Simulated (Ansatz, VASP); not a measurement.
# GaAs: VASP beside Ansatz

File INCAR:

```
SYSTEM = GaAs
PREC = Accurate
ENCUT = 600
EDIFF = 1E-7
ISMEAR = -1
SIGMA = 0.08
LREAL = .FALSE.
LASPH = .TRUE.
NELM = 60
ALGO = Normal
ISIF = 3
LWAVE = .FALSE.
LCHARG = .FALSE.
GGA = CA
IBRION = 2
NSW = 60
EDIFFG = -0.005
```

Contents of KPOINTS:

```
Automatic mesh
0
G
  13 13 13
  0 0 0
```

File POSCAR:

```
GaAs
1.0
    0.0000000000      2.8976292420      2.8976292420
    2.8976292420      0.0000000000      2.8976292420
    2.8976292420      2.8976292420      0.0000000000
Ga As
1 1
Direct
    0.0000000000      0.0000000000      0.0000000000
    0.2500000000      0.2500000000      0.2500000000
```

Input for Ansatz:

```yaml
crystal:
  lattice:
    - [0.0, 2.897629242, 2.897629242]
    - [2.897629242, 0.0, 2.897629242]
    - [2.897629242, 2.897629242, 0.0]
  atoms:
    - { symbol: Ga, position: [0.0, 0.0, 0.0] }
    - { symbol: As, position: [0.25, 0.25, 0.25] }
kpoints:
  mp_grid: { grid: [13, 13, 13] }
scf:
  occupations: { method: fermi_dirac, width: 0.08 }
hamiltonian:
  xc: lda
  pseudopotentials: { kind: paw }
output:
  forces: true
  stress: true
  write_density: true
  write_potential: true
  elf: true
  volumetric_format: npy
relax:
  f_tol: 0.005
  max_steps: 40
  cell: {}
```

Alike in both runs: task relaxation of cell and atoms; functional LDA; k mesh 13 × 13 × 13; occupations fermi-dirac, width 0.08 eV; no spin polarisation.

|  | VASP | Ansatz |
| --- | --- | --- |
| version | VASP 6.6.1 | Ansatz 0.2.0 |
| potentials or method | VASP PAW LDA potentials, release 64 (Ga_d, As) | PAW with Ansatz's default frozen-core files, scalar-relativistic |
| plane-wave cutoff (eV) | 600 | 420 |
| valence electrons in the cell | 18 | 28 |

VASP gave:

- relaxed volume (Å³/atom): 22.08
- relaxed length of the cell vector where the two differ most in proportion (Å): 3.968

Q: What did Ansatz give for the same quantities?

A: Relaxed volume (Å³/atom): 21.99; relaxed length of the cell vector where the two differ most in proportion (Å): 3.962.

LDA's correlation is that of Perdew and Zunger in VASP and of Perdew and Wang (1992) in Ansatz. VASP's potentials hold 18 valence electrons a cell and Ansatz's 28, so a difference there can come from the potentials and not from the codes.
